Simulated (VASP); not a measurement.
Write the native input for VASP 6.6.1 that does the following.

| Quantity | Value |
| --- | --- |
| Task | relaxation of cell and atoms |
| Functional | LDA |
| Potentials or basis | VASP PAW LDA potentials, release 64 (Al) |
| Cutoff | 600 eV |
| k mesh | 11 × 11 × 11 |
| Occupations | gaussian, width 0.05 eV |
| Spin | no spin polarisation |
| Dipole correction | no |
| Further INCAR settings | ALGO = Normal; EDIFF = 1e-06; IBRION = 2; EDIFFG = -0.01; NSW = 80; ISIF = 3 |

The structure of Al lies in POSCAR:

```
Al
1.0
    0.0000000000      1.9880412156      1.9880412156
    1.9880412156      0.0000000000      1.9880412156
    1.9880412156      1.9880412156      0.0000000000
Al
1
Direct
    0.0000000000      0.0000000000      0.0000000000
```

The input as run:

INCAR

```
SYSTEM = Al
PREC = Accurate ; ENCUT = 600
EDIFF = 1E-6 ; ISMEAR = 0
SIGMA = 0.05 ; LREAL = .False.
LASPH = .True. ; NELM = 60
ALGO = Normal ; ISIF = 3
LWAVE = .False. ; LCHARG = .False.
IBRION = 2 ; NSW = 80
EDIFFG = -0.01
```

KPOINTS

```
Automatic mesh
0
Gamma
  11 11 11
  0 0 0
```

Potentials or basis: VASP PAW LDA potentials, release 64 (Al).

Run with:

```sh
$ cat potpaw_LDA.64/Al/POTCAR > POTCAR
$ mpirun -np 1 vasp_std > vasp.out
```

It gave:

The relaxed volume is 15.84 Å³/atom and the relaxed cell is a = 2.819 Å, b = 2.819 Å, c = 2.819 Å, α = 60.00°, β = 60.00°, γ = 60.00°. The space group after relaxing (to 0.1 Å) is Fm-3m (No. 225), the energy gained by relaxing is 0.2 meV/atom and the ionic steps are 3. The pressure after relaxing is 0.0 GPa and the band gap on the k mesh is zero (an odd number of electrons rules out a gap without spin polarisation).

Run time: 3.9 s on 1 thread of Intel(R) Xeon(R) Platinum 8259CL CPU @ 2.50GHz (Skylake/Cascade Lake), on a shared host, peak memory 0.12 GiB.
